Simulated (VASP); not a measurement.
# Sn3SbSe (Pm-3m) in VASP: a series of runs

Runs on Sn3SbSe. Level: PBE. Tasks: single point, relaxation of cell and atoms.

Everything below comes from runs of VASP 6.6.1. Logs are shortened: lines on timing, memory, paths and dates and some standing lists are left out, and cuts for length are marked.

### 1 The cell of the first run

The structure is cubic, space group Pm-3m (No. 221). Conventional cell: a = 5.017 Å, b = 5.017 Å, c = 5.017 Å, α = 90.00°, β = 90.00°, γ = 90.00°. Within 3.3 Å of Sn (site symmetry 4/mmm) lie 2 Sb at 2.51 Å. Within 3.3 Å of Sb (site symmetry m-3m) lie 6 Sn at 2.51 Å. Se (site symmetry m-3m) has 12 Sn at 3.55 Å and 8 Sb at 4.34 Å within 4.7 Å.

### 2 Single point, PBE

Contents of INCAR:

```
SYSTEM = Sn3SbSe
PREC = Accurate
ENCUT = 520
EDIFF = 1E-7
ISMEAR = 0
SIGMA = 0.1
LREAL = .FALSE.
LASPH = .TRUE.
NELM = 60
ALGO = Normal
ISIF = 2
LWAVE = .FALSE.
LCHARG = .FALSE.
GGA = PE
NBANDS = 34
```

Contents of KPOINTS:

```
Automatic mesh
0
G
  4 4 4
  0 0 0
```

Contents of POSCAR:

```
Sn3SbSe
1.0
    5.0170961900      0.0000000000      0.0000000000
    0.0000000000      5.0170961900      0.0000000000
    0.0000000000      0.0000000000      5.0170961900
Sn Sb Se
3 1 1
Direct
    0.0000000000      0.5000000000      0.5000000000
    0.5000000000      0.0000000000      0.5000000000
    0.5000000000      0.5000000000      0.0000000000
    0.5000000000      0.5000000000      0.5000000000
    0.0000000000      0.0000000000      0.0000000000
```

Potentials or basis: VASP PAW PBE potentials, release 64 (Sn_d, Sb, Se).

On the command line:

```bash
$ cat potpaw_PBE.64/Sn_d/POTCAR potpaw_PBE.64/Sb/POTCAR potpaw_PBE.64/Se/POTCAR > POTCAR
$ mpirun -np 1 vasp_std > vasp.out
```

OUTCAR:

```text
SYSTEM = Sn3SbSe
   PREC = Accurate
   ENCUT = 520
   EDIFF = 1E-7
   ISMEAR = 0
   LREAL = .FALSE.
   LASPH = .TRUE.
   NELM = 60
   ISIF = 2
   GGA = PE

 ion  position               nearest neighbor table
   1  0.000  0.500  0.500-   4 2.51   4 2.51   2 3.55   3 3.55   2 3.55   2 3.55   3 3.55   3 3.55
                             3 3.55   2 3.55
   2  0.500  0.000  0.500-   4 2.51   4 2.51   1 3.55   3 3.55   1 3.55   3 3.55   3 3.55   3 3.55
                             1 3.55   1 3.55
   3  0.500  0.500  0.000-   4 2.51   4 2.51   1 3.55   1 3.55   2 3.55   2 3.55   2 3.55   2 3.55
                             1 3.55   1 3.55
   4  0.500  0.500  0.500-   1 2.51   2 2.51   3 2.51   3 2.51   2 2.51   1 2.51
   5  0.000  0.000  0.000-

  LATTYP: Found a simple cubic cell.
 ALAT       =     5.0170961900

  Lattice vectors:

 A1 = (   5.0170961900,   0.0000000000,   0.0000000000)
 A2 = (   0.0000000000,   5.0170961900,   0.0000000000)
 A3 = (   0.0000000000,   0.0000000000,   5.0170961900)

Analysis of symmetry for initial positions (statically):
=====================================================================
 Subroutine PRICEL returns:
 Original cell was already a primitive cell.

 Routine SETGRP: Setting up the symmetry group for a
 simple cubic supercell.

 Subroutine GETGRP returns: Found 48 space group operations
 (whereof 48 operations were pure point group operations)
 out of a pool of 48 trial point group operations.

The static configuration has the point symmetry O_h .

Analysis of symmetry for dynamics (positions and initial velocities):
=====================================================================
 Subroutine PRICEL returns:
 Original cell was already a primitive cell.

 Routine SETGRP: Setting up the symmetry group for a
 simple cubic supercell.

 Subroutine GETGRP returns: Found 48 space group operations
 (whereof 48 operations were pure point group operations)
 out of a pool of 48 trial point group operations.

The dynamic configuration has the point symmetry O_h .

 Subroutine INISYM returns: Found 48 space group operations
 (whereof 48 operations are pure point group operations),
 and found     1 'primitive' translations

----------------------------------------------------------------------------------------

                                     Primitive cell

  volume of cell :     126.2866

  direct lattice vectors                    reciprocal lattice vectors
     5.017096190  0.000000000  0.000000000     0.199318483  0.000000000  0.000000000
     0.000000000  5.017096190  0.000000000     0.000000000  0.199318483  0.000000000
     0.000000000  0.000000000  5.017096190     0.000000000  0.000000000  0.199318483

  length of vectors
     5.017096190  5.017096190  5.017096190     0.199318483  0.199318483  0.199318483

  position of ions in fractional coordinates (direct lattice)
     0.000000000  0.500000000  0.500000000
     0.500000000  0.000000000  0.500000000
     0.500000000  0.500000000  0.000000000
     0.500000000  0.500000000  0.500000000
     0.000000000  0.000000000  0.000000000

  ion indices of the primitive-cell ions
   primitive index   ion index
                 1           1
                 2           2
                 3           3
                 4           4
                 5           5

----------------------------------------------------------------------------------------

 KPOINTS: Automatic mesh

Automatic generation of k-mesh.
 Grid dimensions read from file:
 generate k-points for:    4    4    4

 Generating k-lattice:

  Cartesian coordinates                     Fractional coordinates (reciprocal lattice)
     0.049829621  0.000000000  0.000000000     0.250000000  0.000000000  0.000000000
     0.000000000  0.049829621  0.000000000     0.000000000  0.250000000  0.000000000
     0.000000000  0.000000000  0.049829621     0.000000000  0.000000000  0.250000000

  Length of vectors
     0.049829621  0.049829621  0.049829621

  Shift w.r.t. Gamma in fractional coordinates (k-lattice)
     0.000000000  0.000000000  0.000000000

 Subroutine IBZKPT returns following result:
 ===========================================

 Found     10 irreducible k-points:

 Following reciprocal coordinates:
            Coordinates               Weight
  0.000000  0.000000  0.000000      1.000000
  0.250000  0.000000  0.000000      6.000000
  0.500000  0.000000  0.000000      3.000000
  0.250000  0.250000  0.000000     12.000000
  0.500000  0.250000  0.000000     12.000000
  0.500000  0.500000  0.000000      3.000000
  0.250000  0.250000  0.250000      8.000000
  0.500000  0.250000  0.250000     12.000000
  0.500000  0.500000  0.250000      6.000000
  0.500000  0.500000  0.500000      1.000000
   k-points           NKPTS =     10   k-points in BZ     NKDIM =     10   number of bands    NBANDS=     34
   number of dos      NEDOS =    301   number of ions     NIONS =      5
   total plane-waves  NPLWV =  64000
   dimension x,y,z NGX =    40 NGY =   40 NGZ =   40
   dimension x,y,z NGXF=    80 NGYF=   80 NGZF=   80
   ions per type =               3   1   1
   NGX,Y,Z   is equivalent  to a cutoff of  13.25, 13.25, 13.25 a.u.
   NGXF,Y,Z  is equivalent  to a cutoff of  26.51, 26.51, 26.51 a.u.
 SYSTEM =  Sn3SbSe
   PREC   = accura    normal or accurate (medium, high low for compatibility)
   ISTART =      0    job   : 0-new  1-cont  2-samecut
   ICHARG =      2    charge: 1-file 2-atom 10-const
   ISPIN  =      1    spin polarized calculation?
   LNONCOLLINEAR =      F non collinear calculations
   LSORBIT =      F    spin-orbit coupling
   LASPH  =      T    aspherical Exc in radial PAW
   ENCUT  =  520.0 eV  38.22 Ry    6.18 a.u.   9.33  9.33  9.33*2*pi/ulx,y,z
   NELM   =     60;   NELMIN=  2; NELMDL= -5     # of ELM steps
   EDIFF  = 0.1E-06   stopping-criterion for ELM
   LREAL  =      F    real-space projection
   EDIFFG = 0.1E-05   stopping-criterion for IOM
   NSW    =      0    number of steps for IOM
   IBRION =     -1    ionic relax: 0-MD 1-quasi-New 2-CG
   NFREE  =      0    steps in history (QN), initial steepest desc. (CG)
   ISIF   =      2    stress and relaxation
   ISYM   =      2    0-nonsym 1-usesym 2-fastsym
   POTIM  = 0.5000    time-step for ionic-motion
   TEBEG  =    0.0;   TEEND  =   0.0 temperature during run
   PSTRESS=    0.0 pullay stress
   NELECT =      53.0000    total number of electrons
   NUPDOWN=      -1.0000    fix difference up-down
   EMIN   =  10.00;   EMAX   =-10.00  energy-range for DOS
   EFERMI =   0.00;   METHOD = LEGACY
   ISMEAR =     0;   SIGMA  =   0.10  broadening in eV -4-tet -1-fermi 0-gaus
   EFERMI_NEDOS =   21; number of points for ismear=-14 and -15
   IALGO  =     38    algorithm
   IMIX   =      4    mixing-type and parameters
     AMIX     =   0.40;   BMIX     =  1.00
     AMIX_MAG =   1.60;   BMIX_MAG =  1.00
  volume/ion in A,a.u.               =      25.26       170.44
  Fermi-wavevector in a.u.,A,eV,Ry     =   1.225691  2.316220 20.440286  1.502319
  Thomas-Fermi vector in A             =   2.360720
   LORBIT       =      0    0 simple, 1 ext, 2 COOP (PROOUT), +10 PAW based schemes
   GGA     = PE    functional components
   LHFCALC =     F    Hartree Fock is set to
   AEXX    =    0.0000 exact exchange contribution
   IVDW    =     0    specifies the selected vdW correction
   LEPSILON=     F    determine dielectric tensor
   LRPA    =     F    only Hartree local field effects (RPA)
 non-spin polarized calculation
 Gauss-broadening in eV      SIGMA  =   0.10
  energy-cutoff  :      520.00
  volume of cell :      126.29
 maximum number of plane-waves:      3448
 NGX is ok and might be reduce to    40
   NGX = 19   NGY = 19   NGZ = 19

 number of electron      53.0000016 magnetization

 Free energy of the ion-electron system (eV)
  ---------------------------------------------------
  ext. energy  EPLUGINS =         0.00000000
  ---------------------------------------------------
  free energy    TOTEN  =       -12.12346275 eV

  energy without entropy =      -12.07840737  energy(sigma->0) =      -12.10093506

 E-fermi :   8.2239     XC(G=0): -10.2495

 val. band max:        8.2229771103   @ k =   0.5000   0.2500   0.0000
 cond. band min:       8.2562621495   @ k =   0.2500   0.2500   0.2500
 fundamental gap:      0.0332850393
 Fermi energy:         8.2238930493

 k-point     1 :       0.0000    0.0000    0.0000
  band No.  band energies     occupation
      1     -14.4568      2.00000
      2     -14.0980      2.00000
      3     -14.0980      2.00000
      4     -14.0774      2.00000
      5     -14.0774      2.00000
      6     -14.0774      2.00000
[... 26 lines left out ...]
     33      12.0590      0.00000
     34      12.0590      0.00000

 k-point     2 :       0.2500    0.0000    0.0000
  band No.  band energies     occupation
      1     -14.4128      2.00000
      2     -14.1449      2.00000
      3     -14.0978      2.00000
      4     -14.0764      2.00000
      5     -14.0578      2.00000
      6     -14.0578      2.00000
[... 26 lines left out ...]
     33      12.3082      0.00000
     34      13.7320      0.00000

 k-point     3 :       0.5000    0.0000    0.0000
  band No.  band energies     occupation
      1     -14.3403      2.00000
      2     -14.2202      2.00000
      3     -14.0975      2.00000
      4     -14.0755      2.00000
      5     -14.0104      2.00000
      6     -14.0104      2.00000
[... 26 lines left out ...]
     33      11.5342      0.00000
     34      12.7270      0.00000
[... 186 lines left out ...]
 k-point     9 :       0.5000    0.5000    0.2500
  band No.  band energies     occupation
      1     -14.2337      2.00000
      2     -14.2337      2.00000
      3     -14.2299      2.00000
      4     -14.0248      2.00000
      5     -14.0130      2.00000
      6     -14.0130      2.00000
[... 26 lines left out ...]
     33      12.0183      0.00000
     34      12.4996      0.00000

 k-point    10 :       0.5000    0.5000    0.5000
  band No.  band energies     occupation
      1     -14.2387      2.00000
      2     -14.2387      2.00000
      3     -14.2387      2.00000
      4     -14.0162      2.00000
      5     -14.0162      2.00000
      6     -14.0162      2.00000
[... 26 lines left out ...]
     33      12.6689      0.00000
     34      12.6689      0.00000

------------------------ aborting loop because EDIFF is reached ----------------------------------------

  FORCE on cell =-STRESS in cart. coord.  units (eV):
  Direction    XX          YY          ZZ          XY          YZ          ZX
  --------------------------------------------------------------------------------------
  -------------------------------------------------------------------------------------
  Total       21.4848700     21.4848700     21.4848700      0.0000000      0.0000000     -0.0000000
  in kB      272.5750056    272.5750056    272.5750056      0.0000000      0.0000000     -0.0000000
  external PRESSURE =     272.5750056 kB  Pullay stress =       0.0000000 kB

 VOLUME and BASIS-vectors are now :
 -----------------------------------------------------------------------------
  energy-cutoff  :      520.00
  volume of cell :      126.29
      direct lattice vectors                 reciprocal lattice vectors
     5.017096190  0.000000000  0.000000000     0.199318483  0.000000000  0.000000000
     0.000000000  5.017096190  0.000000000     0.000000000  0.199318483  0.000000000
     0.000000000  0.000000000  5.017096190     0.000000000  0.000000000  0.199318483

 POSITION                                       TOTAL-FORCE (eV/Angst)
 -----------------------------------------------------------------------------------
      0.00000      2.50855      2.50855         0.000000      0.000000      0.000000
      2.50855      0.00000      2.50855         0.000000      0.000000      0.000000
      2.50855      2.50855      0.00000         0.000000      0.000000      0.000000
      2.50855      2.50855      2.50855         0.000000      0.000000      0.000000
      0.00000      0.00000      0.00000         0.000000      0.000000      0.000000
 -----------------------------------------------------------------------------------
    total drift:                               -0.000000     -0.000000     -0.000000

  FREE ENERGIE OF THE ION-ELECTRON SYSTEM (eV)
  ---------------------------------------------------
  free  energy   TOTEN  =       -12.1234627495 eV

  energy  without entropy=      -12.0784073695  energy(sigma->0) =      -12.10093506
```

Run time: 30 s. Hardware: 1 thread of Intel Xeon Platinum 8488C (Sapphire Rapids), shared host; peak memory 0.25 GiB.

What came out:

* Free energy: -12.1235 eV
* Pressure: 27.3 GPa

Levels at points of the mesh, in eV from the Fermi level:
```tsv
k point	band 22	band 23	band 24	band 25	band 26	band 27	band 28	band 29	band 30	band 31
(0.00, 0.00, 0.00)	-6.31	-3.22	-2.48	-2.48	-2.48	1.09	1.09	1.09	3.06	3.06
(0.50, 0.00, 0.00)	-5.28	-3.09	-3.09	-1.06	-0.49	0.45	0.81	0.81	1.09	1.09
(0.50, 0.50, 0.00)	-2.93	-2.76	-2.76	-2.39	-0.84	-0.84	1.25	1.25	1.77	3.46
(0.50, 0.50, 0.50)	-4.85	-4.85	0.71	0.71	0.71	1.87	1.87	2.72	2.72	2.72
```

Caveat: spin-orbit coupling is left out, which moves the levels of the heavy elements.

### 3 Single point, PBE

This run uses another cell than the first one, of 37.07 Å³/atom, 1.468 times its volume.

Contents of INCAR:

```
  PREC = Accurate
  ENCUT = 520
  EDIFF = 1E-6
  ISMEAR = 0
  SIGMA = 0.1
  LREAL = False
  LASPH = True
  NELM = 100
  ALGO = Normal
  ISIF = 2
  LWAVE = False
  LCHARG = False
  GGA = PE
  NBANDS = 34
```

Contents of KPOINTS:

```
regular mesh
0
Gamma
  4 4 4
```

Changes to POSCAR since step 2:

```diff
@@ -2,5 +2,5 @@
 1.0
-    5.0170961900      0.0000000000      0.0000000000
-    0.0000000000      5.0170961900      0.0000000000
-    0.0000000000      0.0000000000      5.0170961900
+    5.7015776126      0.0000000000      0.0000000000
+    0.0000000000      5.7015776126      0.0000000000
+    0.0000000000      0.0000000000      5.7015776126
 Sn Sb Se
```

Potentials or basis: VASP PAW PBE potentials, release 64 (Sn_d, Sb, Se).

On the command line:

```bash
$ cat potpaw_PBE.64/Sn_d/POTCAR potpaw_PBE.64/Sb/POTCAR potpaw_PBE.64/Se/POTCAR > POTCAR
$ mpirun -np 1 vasp_std > vasp.out
```

It took 38 s on 1 thread of Intel Xeon Platinum 8488C (Sapphire Rapids), shared host; peak memory 0.28 GiB.

The run converged. Its results:

```
Free energy : -15.7855 eV
Pressure    : 0.1 GPa
```

Levels at points of the mesh, in eV from the Fermi level:
| k point | band 23 | band 24 | band 25 | band 26 | band 27 | band 28 | band 29 | band 30 |
| --- | --- | --- | --- | --- | --- | --- | --- | --- |
| (0.00, 0.00, 0.00) | -4.87 | -1.61 | -1.61 | -1.61 | 0.78 | 0.78 | 0.78 | 1.77 |
| (0.50, 0.00, 0.00) | -1.89 | -1.89 | -1.18 | -0.52 | -0.01 | 0.51 | 0.51 | 0.77 |
| (0.50, 0.50, 0.00) | -1.87 | -1.87 | -1.44 | -0.38 | -0.38 | 0.09 | 0.09 | 0.74 |
| (0.50, 0.50, 0.50) | -3.08 | 0.33 | 0.33 | 0.33 | 0.70 | 0.70 | 0.70 | 0.79 |

Caveat: spin-orbit coupling is left out, which moves the levels of the heavy elements.

### 4 Relaxation of cell and atoms, PBE

Contents of INCAR:

```
SYSTEM = Sn3SbSe
  PREC = Accurate
  ENCUT = 600
  EDIFF = 1E-6
  ISMEAR = 0
  SIGMA = 0.1
  LREAL = .False.
  LASPH = .True.
  NELM = 80
  ALGO = Normal
  ISIF = 3
  LWAVE = .False.
  LCHARG = .False.
  GGA = PE
  IBRION = 2
  NSW = 90
  EDIFFG = -0.04
```

Contents of KPOINTS:

```
regular mesh
0
Gamma
  4 4 4
  0 0 0
```

Changes to POSCAR since step 3:

```diff
@@ -2,5 +2,5 @@
 1.0
-    5.7015776126      0.0000000000      0.0000000000
-    0.0000000000      5.7015776126      0.0000000000
-    0.0000000000      0.0000000000      5.7015776126
+    5.0170961900      0.0000000000      0.0000000000
+    0.0000000000      5.0170961900      0.0000000000
+    0.0000000000      0.0000000000      5.0170961900
 Sn Sb Se
```

On the command line:

```bash
$ cat potpaw_PBE.64/Sn_d/POTCAR potpaw_PBE.64/Sb/POTCAR potpaw_PBE.64/Se/POTCAR > POTCAR
$ mpirun -np 1 vasp_std > vasp.out
```

It took 85 s on 1 thread of Intel Xeon Platinum 8488C (Sapphire Rapids), shared host; peak memory 0.27 GiB.

The run converged. Its results:

```
Free energy                            : -15.7758 eV
Relaxed volume                         : 36.99 Å³/atom
Relaxed cell                           : a = 5.697 Å, b = 5.697 Å, c = 5.697 Å, α = 90.00°, β = 90.00°, γ = 90.00°
Space group after relaxing (to 0.05 Å) : Pm-3m (No. 221)
Energy gained by relaxing              : 730.4 meV/atom
Ionic steps                            : 3
Pressure after relaxing                : 0.1 GPa
```

The path:
```csv
step,energy change (eV),largest force (eV/Å),pressure (GPa),volume (Å³)
1,0.0000,0.0000,27.28,126.29
2,-3.2254,0.0000,-3.29,222.34
3,-3.6518,0.0000,0.14,184.94
```

Final structure:
```
CELL_PARAMETERS angstrom
5.69742 0.00000 0.00000
0.00000 5.69742 0.00000
0.00000 0.00000 5.69742
ATOMIC_POSITIONS crystal
Sn 0.00000 0.50000 0.50000
Sn 0.50000 0.00000 0.50000
Sn 0.50000 0.50000 0.00000
Sb 0.50000 0.50000 0.50000
Se 0.00000 0.00000 0.00000
```

Levels at points of the mesh, in eV from the Fermi level:
```tsv
k point	band 24	band 25	band 26	band 27	band 28	band 29
(0.00, 0.00, 0.00)	-1.61	-1.61	-1.61	0.78	0.78	0.78
(0.50, 0.00, 0.00)	-1.90	-1.18	-0.51	-0.01	0.51	0.51
(0.50, 0.50, 0.00)	-1.87	-1.44	-0.39	-0.39	0.10	0.10
(0.50, 0.50, 0.50)	0.33	0.33	0.33	0.71	0.71	0.71
```

Caveat: the volume moved by over 15 % at a fixed basis, so the end points are rough; spin-orbit coupling is left out, which moves the levels of the heavy elements.

### 5 Summary

```csv
task,cell,cutoff (eV),gap on the mesh (eV),pressure (GPa)
single point,"a = 5.017 Å, 5 atoms",520,none,27.3
single point,"a = 5.702 Å, 5 atoms",520,none,0.1
relaxation of cell and atoms,"relaxed from a = 5.017 Å, 5 atoms",600,none,0.1
```

Alike in all rows: level PBE; potentials or basis VASP PAW PBE potentials, release 64 (Sn_d, Sb, Se); no spin polarisation; k mesh 4 × 4 × 4; smearing gaussian 0.1 eV.

Caveats: spin-orbit coupling is left out, which moves the levels of the heavy elements; the volume moved by over 15 % at a fixed basis, so the end points are rough (some runs).

Absolute energies hang on the potentials; compare differences alone.
